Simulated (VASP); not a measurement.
The system is In3Se.

```
In Se
1.0
     4.80376    0.00000    0.00000
     0.00000    4.80376    0.00000
     0.00000    0.00000    4.80376
In Se
3 1
Direct
  0.00000 0.50000 0.50000
  0.50000 0.00000 0.50000
  0.50000 0.50000 0.00000
  0.00000 0.00000 0.00000
```

* Program: VASP 6.6.1
* Task: relaxation of cell and atoms
* Functional: PBEsol
* Potentials or basis: VASP PAW PBE potentials, release 64 (In_d, Se)
* Cutoff: 600 eV
* k mesh: 10 × 10 × 10
* Occupations: gaussian, width 0.1 eV
* Spin: no spin polarisation

At the start: pressure -3.0 GPa; volume 27.71 Å³/atom.

Q: Where does the relaxation end?

A: Over 5 steps the energy falls by 22.7 meV/atom and the volume is 25.46 Å³/atom (-8.1 %); space group Pm-3m (No. 221, to 0.1 Å) before and after.

Step by step:
| step | energy change (eV) | largest force (eV/Å) | pressure (GPa) | volume (Å³) |
| --- | --- | --- | --- | --- |
| 1 | 0.0000 | 0.0000 | -2.98 | 110.85 |
| 2 | -0.0895 | 0.0000 | -0.37 | 102.78 |
| 3 | -0.0906 | 0.0000 | -0.03 | 101.90 |
| 4 | -0.0906 | 0.0000 | 0.04 | 101.73 |
| 5 | -0.0907 | 0.0000 | 0.01 | 101.84 |

Final structure:
```
CELL_PARAMETERS angstrom
4.66983 0.00000 0.00000
0.00000 4.66983 0.00000
0.00000 0.00000 4.66983
ATOMIC_POSITIONS crystal
In 0.00000 0.50000 0.50000
In 0.50000 0.00000 0.50000
In 0.50000 0.50000 0.00000
Se 0.00000 0.00000 0.00000
```

Caveat: the PAW data sets were made with another functional, which shifts forces and pressure a little.
